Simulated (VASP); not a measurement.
# H (P6_3/mmc) in VASP: a series of runs

Runs on H. Level: PBE. Tasks: single point, relaxation of shape and atoms at fixed volume.

All numbers are computed with VASP 6.6.1; they aren't measurements. Logs are shortened: lines on timing, memory, paths and dates and some standing lists are left out, and cuts for length are marked.

## (1) The cell of the first run

Symmetry: P6_3/mmc, No. 194, hexagonal system. Conventional cell: a = 3.871 Å, b = 3.871 Å, c = 5.077 Å, α = 90.00°, β = 90.00°, γ = 120.00°. H (site symmetry 3m) has 1 H at 0.75 Å within 1.0 Å.

## (2) Single point, PBE

The input, INCAR:

```
PREC = Accurate
ENCUT = 520
EDIFF = 1E-6
ISMEAR = 0
SIGMA = 0.02
LREAL = False
LASPH = True
NELM = 60
ALGO = Normal
ISIF = 2
LWAVE = False
LCHARG = True
GGA = PE
LELF = True
LVHAR = True
NBANDS = 10
```

The input, KPOINTS:

```
regular mesh
0
Gamma
  9 9 6
```

The input, POSCAR:

```
H
1.0
    3.8711427836      0.0000000000      0.0000000000
   -1.9355713918      3.3525079923      0.0000000000
    0.0000000000      0.0000000000      5.0765865286
H
4
Direct
    0.3333333333      0.6666666667      0.1760596972
    0.6666666667      0.3333333333      0.6760596972
    0.6666666667      0.3333333333      0.8239403028
    0.3333333333      0.6666666667      0.3239403028
```

Potentials or basis: VASP PAW PBE potentials, release 64 (H).

Launch:

```console
$ cat potpaw_PBE.64/H/POTCAR > POTCAR
$ mpirun -np 1 vasp_std > vasp.out
```

OUTCAR:

```text
PREC = Accurate
   ENCUT = 520
   EDIFF = 1E-6
   ISMEAR = 0
   LREAL = False
   LASPH = True
   NELM = 60
   ISIF = 2
   GGA = PE

 ion  position               nearest neighbor table
   1  0.333  0.667  0.176-   4 0.75
   2  0.667  0.333  0.676-   3 0.75
   3  0.667  0.333  0.824-   2 0.75
   4  0.333  0.667  0.324-   1 0.75

  LATTYP: Found a hexagonal cell.
 ALAT       =     3.8711427836
 C/A-ratio  =     1.3113922199

  Lattice vectors:

 A1 = (   3.8711427836,   0.0000000000,   0.0000000000)
 A2 = (  -1.9355713918,   3.3525079923,   0.0000000000)
 A3 = (   0.0000000000,   0.0000000000,   5.0765865286)

Analysis of symmetry for initial positions (statically):
=====================================================================
 Subroutine PRICEL returns:
 Original cell was already a primitive cell.

 Routine SETGRP: Setting up the symmetry group for a
 hexagonal supercell.

 Subroutine GETGRP returns: Found 24 space group operations
 (whereof 12 operations were pure point group operations)
 out of a pool of 24 trial point group operations.

The static configuration has the point symmetry D_3d.
 The point group associated with its full space group is D_6h.

Analysis of symmetry for dynamics (positions and initial velocities):
=====================================================================
 Subroutine PRICEL returns:
 Original cell was already a primitive cell.

 Routine SETGRP: Setting up the symmetry group for a
 hexagonal supercell.

 Subroutine GETGRP returns: Found 24 space group operations
 (whereof 12 operations were pure point group operations)
 out of a pool of 24 trial point group operations.

The dynamic configuration has the point symmetry D_3d.
 The point group associated with its full space group is D_6h.

 Subroutine INISYM returns: Found 24 space group operations
 (whereof 12 operations are pure point group operations),
 and found     1 'primitive' translations

----------------------------------------------------------------------------------------

                                     Primitive cell

  volume of cell :      65.8841

  direct lattice vectors                    reciprocal lattice vectors
     3.871142784  0.000000000  0.000000000     0.258321652  0.149142075  0.000000000
    -1.935571392  3.352507992  0.000000000     0.000000000  0.298284151  0.000000000
     0.000000000  0.000000000  5.076586529     0.000000000  0.000000000  0.196982755

  length of vectors
     3.871142784  3.871142784  5.076586529     0.298284151  0.298284151  0.196982755

  position of ions in fractional coordinates (direct lattice)
     0.333333333  0.666666667  0.176059697
     0.666666667  0.333333333  0.676059697
     0.666666667  0.333333333  0.823940303
     0.333333333  0.666666667  0.323940303

  ion indices of the primitive-cell ions
   primitive index   ion index
                 1           1
                 2           2
                 3           3
                 4           4

----------------------------------------------------------------------------------------

 KPOINTS: regular mesh

Automatic generation of k-mesh.
 Grid dimensions read from file:
 generate k-points for:    9    9    6

 Generating k-lattice:

  Cartesian coordinates                     Fractional coordinates (reciprocal lattice)
     0.028702406  0.016571342  0.000000000     0.111111111 -0.000000000  0.000000000
     0.000000000  0.033142683  0.000000000     0.000000000  0.111111111  0.000000000
     0.000000000  0.000000000  0.032830459     0.000000000  0.000000000  0.166666667

  Length of vectors
     0.033142683  0.033142683  0.032830459

  Shift w.r.t. Gamma in fractional coordinates (k-lattice)
     0.000000000  0.000000000  0.000000000

 Subroutine IBZKPT returns following result:
 ===========================================

 Found     48 irreducible k-points:

 Following reciprocal coordinates:
            Coordinates               Weight
  0.000000  0.000000  0.000000      1.000000
  0.111111 -0.000000  0.000000      6.000000
[... 43 lines left out ...]

 Free energy of the ion-electron system (eV)
  ---------------------------------------------------
  ext. energy  EPLUGINS =         0.00000000
  ---------------------------------------------------
  free energy    TOTEN  =       -13.57771455 eV

  energy without entropy =      -13.57771455  energy(sigma->0) =      -13.57771455

 E-fermi :  -8.8040     XC(G=0):  -4.5307

 val. band max:       -8.9138976247   @ k =   0.0000   0.0000   0.0000
 cond. band min:       0.4079236301   @ k =   0.0000   0.0000   0.0000
 fundamental gap:      9.3218212549
 Fermi energy:        -8.8040217122

 k-point     1 :       0.0000    0.0000    0.0000
  band No.  band energies     occupation
      1     -10.2784      2.00000
      2      -8.9139      2.00000
      3       0.4079      0.00000
      4       2.9519      0.00000
      5       6.0307      0.00000
      6       7.4751      0.00000
      7       8.1604      0.00000
      8       8.1604      0.00000
      9       9.5342      0.00000
     10       9.5342      0.00000

 k-point     2 :       0.1111   -0.0000    0.0000
  band No.  band energies     occupation
      1     -10.2165      2.00000
      2      -8.9194      2.00000
      3       0.5491      0.00000
      4       2.7689      0.00000
      5       5.4194      0.00000
      6       7.1881      0.00000
      7       7.4884      0.00000
      8       8.0747      0.00000
      9      10.2900      0.00000
     10      10.2931      0.00000

 k-point     3 :       0.2222   -0.0000    0.0000
  band No.  band energies     occupation
      1     -10.0445      2.00000
      2      -8.9450      2.00000
      3       0.9653      0.00000
      4       2.3014      0.00000
      5       4.4585      0.00000
      6       6.4016      0.00000
      7       6.6392      0.00000
      8       7.7921      0.00000
      9      10.4552      0.00000
     10      10.9189      0.00000
[... 248 lines left out ...]
 k-point    23 :       0.3333    0.2222    0.1667
  band No.  band energies     occupation
      1      -9.4522      2.00000
      2      -9.1855      2.00000
      3       1.4863      0.00000
      4       2.1585      0.00000
      5       2.9099      0.00000
      6       4.6989      0.00000
      7       5.5267      0.00000
      8       5.9914      0.00000
      9       9.9070      0.00000
     10      10.8536      0.00000

 k-point    24 :       0.3333    0.3333    0.1667
  band No.  band energies     occupation
      1      -9.3017      2.00000
      2      -9.3017      2.00000
      3       1.7403      0.00000
      4       2.3449      0.00000
      5       2.3449      0.00000
      6       5.0257      0.00000
      7       5.0257      0.00000
      8       5.5663      0.00000
      9       9.5520      0.00000
     10      12.4553      0.00000

 [... further k-points ...]

------------------------ aborting loop because EDIFF is reached ----------------------------------------

  FORCE on cell =-STRESS in cart. coord.  units (eV):
  Direction    XX          YY          ZZ          XY          YZ          ZX
  --------------------------------------------------------------------------------------
  -------------------------------------------------------------------------------------
  Total       -0.0466904     -0.0466904     -0.0777851     -0.0000000      0.0000000      0.0000000
  in kB       -1.1354212     -1.1354212     -1.8915871     -0.0000000      0.0000000      0.0000000
  external PRESSURE =      -1.3874765 kB  Pullay stress =       0.0000000 kB

 VOLUME and BASIS-vectors are now :
 -----------------------------------------------------------------------------
  energy-cutoff  :      520.00
  volume of cell :       65.88
      direct lattice vectors                 reciprocal lattice vectors
     3.871142784  0.000000000  0.000000000     0.258321652  0.149142075  0.000000000
    -1.935571392  3.352507992  0.000000000     0.000000000  0.298284151  0.000000000
     0.000000000  0.000000000  5.076586529     0.000000000  0.000000000  0.196982755

 POSITION                                       TOTAL-FORCE (eV/Angst)
 -----------------------------------------------------------------------------------
     -0.00000      2.23501      0.89378         0.000000     -0.000000      0.011060
      1.93557      1.11750      3.43208        -0.000000      0.000000      0.011060
      1.93557      1.11750      4.18280        -0.000000      0.000000     -0.011060
     -0.00000      2.23501      1.64451         0.000000     -0.000000     -0.011060
 -----------------------------------------------------------------------------------
    total drift:                               -0.000000      0.000000     -0.000000

  FREE ENERGIE OF THE ION-ELECTRON SYSTEM (eV)
  ---------------------------------------------------
  free  energy   TOTEN  =       -13.5777145486 eV

  energy  without entropy=      -13.5777145486  energy(sigma->0) =      -13.57771455
```

It took 48 s on 1 thread of AMD EPYC 7R13, shared host; peak memory 0.15 GiB.

What came out:

```yaml
Free_energy: -13.5777 eV
Pressure: -0.1 GPa
Largest_force: 0.011 eV/Å
Band_gap_on_the_k_mesh: 9.32 eV, direct
```

Forces in eV/Å, atoms in the order of the input:
```
H    0.000  0.000  0.011
H    0.000  0.000  0.011
H    0.000  0.000 -0.011
H    0.000  0.000 -0.011
```

A k mesh can miss the band edges. As with any semilocal functional, this PBE gap is likely too small.

## (3) Single point, PBE (volume scaled by 1.03, then relaxed in part)

The input, INCAR:

```
PREC     = Accurate       # precision mode
ENCUT    = 520            # plane-wave cutoff, eV
EDIFF    = 1E-6           # SCF threshold, eV
ISMEAR   = 0              # smearing method
SIGMA    = 0.02           # smearing width, eV
LREAL    = False          # projectors in reciprocal space
LASPH    = True           # aspherical terms in the spheres
NELM     = 60             # most SCF steps
ALGO     = Normal         # electronic algorithm
ISIF     = 2              # what is computed and relaxed
LWAVE    = False          # write WAVECAR
LCHARG   = False          # write CHGCAR
GGA      = PE             # functional
NBANDS   = 10             # bands
```

KPOINTS is that of step 2.

The input, POSCAR:

```
H
1.0
    3.9099689566      0.0000000000      0.0000000000
   -1.9549844783      3.3861324444      0.0000000000
    0.0000000000      0.0000000000      5.1255535996
H
4
Direct
    0.3333333333      0.6666666667      0.1767367320
    0.6666666667      0.3333333333      0.6767367320
    0.6666666667      0.3333333333      0.8232632680
    0.3333333333      0.6666666667      0.3232632680
```

Potentials or basis: VASP PAW PBE potentials, release 64 (H).

Launch:

```console
$ cat potpaw_PBE.64/H/POTCAR > POTCAR
$ mpirun -np 1 vasp_std > vasp.out
```

It took 40 s on 1 thread of AMD EPYC 7R13, shared host; peak memory 0.15 GiB.

The run converged. Its results:

```
Free energy            : -13.5779 eV
Pressure               : -0.2 GPa
Largest force          : 0.020 eV/Å
Band gap on the k mesh : 9.35 eV, direct
```

Forces in eV/Å, atoms in the order of the input:
```
H    0.000  0.000  0.020
H    0.000  0.000  0.020
H    0.000  0.000 -0.020
H    0.000  0.000 -0.020
```

Stress tensor (GPa, compression positive):
```
-0.13  0.00  0.00
 0.00 -0.13  0.00
 0.00  0.00 -0.24
```

Levels at points of the mesh, in eV from the valence-band top:
```tsv
k point	band 1	band 2	band 3	band 4	band 5	band 6
(0.00, 0.00, 0.00)	-1.29	0.00	9.35	11.75	14.85	16.25
(0.00, 0.00, 0.50)	-0.70	-0.70	10.28	10.28	16.86	16.86
```

Caveat: the cell differs from its parent crystal (volume scaled by 1.03, then relaxed in part). A k mesh can miss the band edges.

## (4) Single point, PBE (volume scaled by 1.06, then relaxed in part)

Changes to INCAR since step 3:

```diff
@@ -7,3 +7,3 @@
 LASPH    = True           # aspherical terms in the spheres
-NELM     = 60             # most SCF steps
+NELM     = 80             # most SCF steps
 ALGO     = Normal         # electronic algorithm
@@ -11,4 +11,6 @@
 LWAVE    = False          # write WAVECAR
-LCHARG   = False          # write CHGCAR
+LCHARG   = True           # write CHGCAR
 GGA      = PE             # functional
+LELF     = True           # ELF
+LVHAR    = True         
 NBANDS   = 10             # bands
```

KPOINTS is that of step 3.

The input, POSCAR:

```
H
1.0
    3.9483043230      0.0000000000      0.0000000000
   -1.9741521615      3.4193318456      0.0000000000
    0.0000000000      0.0000000000      5.1729085400
H
4
Direct
    0.3333333333      0.6666666667      0.1774038063
    0.6666666667      0.3333333333      0.6774038063
    0.6666666667      0.3333333333      0.8225961937
    0.3333333333      0.6666666667      0.3225961937
```

Launch:

```console
$ cat potpaw_PBE.64/H/POTCAR > POTCAR
$ mpirun -np 1 vasp_std > vasp.out
```

Wall time 42 s (1 thread of AMD EPYC 7R13, shared host); peak memory 0.15 GiB.

Results (log left out):

| Quantity | Value |
| --- | --- |
| Free energy | -13.5779 eV |
| Pressure | -0.2 GPa |
| Largest force | 0.020 eV/Å |
| Band gap on the k mesh | 9.37 eV, direct |

Forces in eV/Å, atoms in the order of the input:
```
H    0.000  0.000  0.020
H    0.000  0.000  0.020
H    0.000  0.000 -0.020
H    0.000  0.000 -0.020
```

Stress tensor (GPa, compression positive):
```
-0.13  0.00  0.00
 0.00 -0.13  0.00
 0.00  0.00 -0.25
```

Levels at points of the mesh, in eV from the valence-band top:
```
           k point  band 1  band 2  band 3  band 4  band 5
(0.00, 0.00, 0.00)   -1.22    0.00    9.37   11.64   14.76
(0.00, 0.00, 0.50)   -0.66   -0.66   10.24   10.24   16.72
```

Caveat: the cell differs from its parent crystal (volume scaled by 1.06, then relaxed in part). A k mesh can miss the band edges.

## (5) Single point, PBE (volume scaled by 1.10, then relaxed in part)

The input, INCAR:

```
  PREC = Accurate
  ENCUT = 520
  EDIFF = 1E-6
  ISMEAR = 0
  SIGMA = 0.02
  LREAL = F
  LASPH = T
  NELM = 100
  ALGO = Normal
  ISIF = 2
  LWAVE = F
  LCHARG = F
  GGA = PE
  NBANDS = 10
```

KPOINTS is that of step 4.

The input, POSCAR:

```
H
1.0
    3.9983589898      0.0000000000      0.0000000000
   -1.9991794949      3.4626804586      0.0000000000
    0.0000000000      0.0000000000      5.2345492440
H
4
Direct
    0.3333333333      0.6666666667      0.1782524789
    0.6666666667      0.3333333333      0.6782524789
    0.6666666667      0.3333333333      0.8217475211
    0.3333333333      0.6666666667      0.3217475211
```

Launch:

```console
$ cat potpaw_PBE.64/H/POTCAR > POTCAR
$ mpirun -np 1 vasp_std > vasp.out
```

Wall time 38 s (1 thread of AMD EPYC 7R13, shared host); peak memory 0.15 GiB.

It converged, with:

```
Free energy            : -13.5776 eV
Pressure               : -0.2 GPa
Largest force          : 0.021 eV/Å
Band gap on the k mesh : 9.41 eV, direct
```

Forces on the atoms (eV/Å):
```
H    0.000  0.000  0.021
H    0.000  0.000  0.021
H    0.000  0.000 -0.021
H    0.000  0.000 -0.021
```

Stress tensor (GPa, compression positive):
```
-0.14  0.00  0.00
 0.00 -0.14  0.00
 0.00  0.00 -0.26
```

Levels at points of the mesh, in eV from the valence-band top:
```csv
k point,band 1,band 2,band 3,band 4,band 5,band 6,band 7
"(0.00, 0.00, 0.00)",-1.14,0.00,9.41,11.50,14.64,15.96,16.64
"(0.00, 0.00, 0.50)",-0.61,-0.61,10.20,10.20,16.54,16.54,17.67
```

Caveat: the cell differs from its parent crystal (volume scaled by 1.10, then relaxed in part).

## (6) Relaxation of shape and atoms at fixed volume, PBE (volume scaled by 0.88)

The input, INCAR:

```
PREC     = Accurate       # precision mode
ENCUT    = 600            # plane-wave cutoff, eV
EDIFF    = 1E-6           # SCF threshold, eV
ISMEAR   = 0              # smearing method
SIGMA    = 0.02           # smearing width, eV
LREAL    = F              # projectors in reciprocal space
LASPH    = T              # aspherical terms in the spheres
NELM     = 60             # most SCF steps
ALGO     = Normal         # electronic algorithm
ISIF     = 4              # what is computed and relaxed
LWAVE    = F              # write WAVECAR
LCHARG   = F              # write CHGCAR
GGA      = PE             # functional
IBRION   = 2              # ionic algorithm
NSW      = 50             # ionic steps
EDIFFG   = -0.01          # ionic threshold
```

KPOINTS is that of step 5.

The input, POSCAR:

```
H
1.0
    3.7054483907      0.0000000000      0.0000000000
   -1.8527241954      3.2090124388      0.0000000000
    0.0000000000      0.0000000000      4.8758609046
H
4
Direct
    0.3333333333      0.6666666667      0.1738858178
    0.6666666667      0.3333333333      0.6738858178
    0.6666666667      0.3333333333      0.8261141822
    0.3333333333      0.6666666667      0.3261141822
```

Potentials or basis: VASP PAW PBE potentials, release 64 (H).

Launch:

```console
$ cat potpaw_PBE.64/H/POTCAR > POTCAR
$ mpirun -np 1 vasp_std > vasp.out
```

Wall time 53 s (1 thread of AMD EPYC 7R13, shared host); peak memory 0.15 GiB.

The run converged. Its results:

- Free energy: -13.5779 eV
- Energy gained by relaxing: 0.5 meV/atom
- Ionic steps: 3
- Pressure after relaxing: 0.1 GPa
- Band gap on the k mesh: 9.18 eV, direct

Forces in eV/Å, atoms in the order of the input:
```
H    0.000  0.000  0.003
H    0.000  0.000  0.003
H    0.000  0.000 -0.003
H    0.000  0.000 -0.003
```

The path:
| step | energy change (eV) | largest force (eV/Å) | pressure (GPa) | volume (Å³) |
| --- | --- | --- | --- | --- |
| 1 | 0.0000 | 0.2726 | 0.45 | 57.98 |
| 2 | 0.0126 | 0.6812 | -0.88 | 57.98 |
| 3 | -0.0021 | 0.0026 | 0.08 | 57.98 |

Final structure:
```
H
1.0
     3.70377    0.00000    0.00000
    -1.85189    3.20756    0.00000
     0.00000    0.00000    4.88027
H
4
Direct
  0.33333 0.66667 0.17316
  0.66667 0.33333 0.67316
  0.66667 0.33333 0.82684
  0.33333 0.66667 0.32684
```

Levels at points of the mesh, in eV from the valence-band top:
| k point | band 1 | band 2 | band 3 | band 4 | band 5 | band 6 |
| --- | --- | --- | --- | --- | --- | --- |
| (0.00, 0.00, 0.00) | -1.71 | 0.00 | 9.18 | 12.42 | 15.38 | 17.02 |
| (0.00, 0.00, 0.50) | -0.95 | -0.95 | 10.52 | 10.52 | 17.66 | 17.66 |

Caveat: the cell differs from its parent crystal (volume scaled by 0.88). A k mesh can miss the band edges.

## (7) The runs side by side

| task | cell | cutoff (eV) | gap on the mesh (eV) | pressure (GPa) | largest force (eV/Å) |
| --- | --- | --- | --- | --- | --- |
| single point | a = 3.871, b = 3.871, c = 5.077 Å, angles 90.0, 90.0, 120.0°, 4 atoms | 520 | 9.32 | -0.1 | 0.01 |
| single point | a = 3.910, b = 3.910, c = 5.126 Å, angles 90.0, 90.0, 120.0°, 4 atoms | 520 | 9.35 | -0.2 | 0.02 |
| single point | a = 3.948, b = 3.948, c = 5.173 Å, angles 90.0, 90.0, 120.0°, 4 atoms | 520 | 9.37 | -0.2 | 0.02 |
| single point | a = 3.998, b = 3.998, c = 5.235 Å, angles 90.0, 90.0, 120.0°, 4 atoms | 520 | 9.41 | -0.2 | 0.02 |
| relaxation of shape and atoms at fixed volume | relaxed from a = 3.705, b = 3.705, c = 4.876 Å, angles 90.0, 90.0, 120.0°, 4 atoms | 600 | 9.18 | 0.1 | - |

Alike in all rows: level PBE; potentials or basis VASP PAW PBE potentials, release 64 (H); no spin polarisation; k mesh 9 × 9 × 6; smearing gaussian 0.02 eV.

Absolute energies hang on the potentials; compare differences alone.
